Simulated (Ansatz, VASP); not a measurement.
**One calculation of GaN, two programs**

```
CELL_PARAMETERS angstrom
0.00000 2.24914 2.24914
2.24914 0.00000 2.24914
2.24914 2.24914 0.00000
ATOMIC_POSITIONS crystal
Ga 0.00000 0.00000 0.00000
N 0.25000 0.25000 0.25000
```

Alike in both runs: functional PBEsol; k mesh 18 × 18 × 18; occupations fermi-dirac, width 0.1 eV; no spin polarisation.

Ansatz relaxed the structure, and its values are those at the end. VASP's run is a single point on that final structure, the one shown.

|  | VASP | Ansatz |
| --- | --- | --- |
| version | VASP 6.6.1 | Ansatz 0.2.0 |
| potentials or method | VASP PAW PBE potentials, release 64 (Ga_d, N) | PAW with Ansatz's default frozen-core files, scalar-relativistic |
| plane-wave cutoff (eV) | 520 | 420 |
| valence electrons in the cell | 18 | 18 |

```csv
,VASP,Ansatz,Ansatz less VASP
pressure (GPa),-0.2,0.0,+0.21
```

VASP's potentials were made for PBE, not for PBEsol.
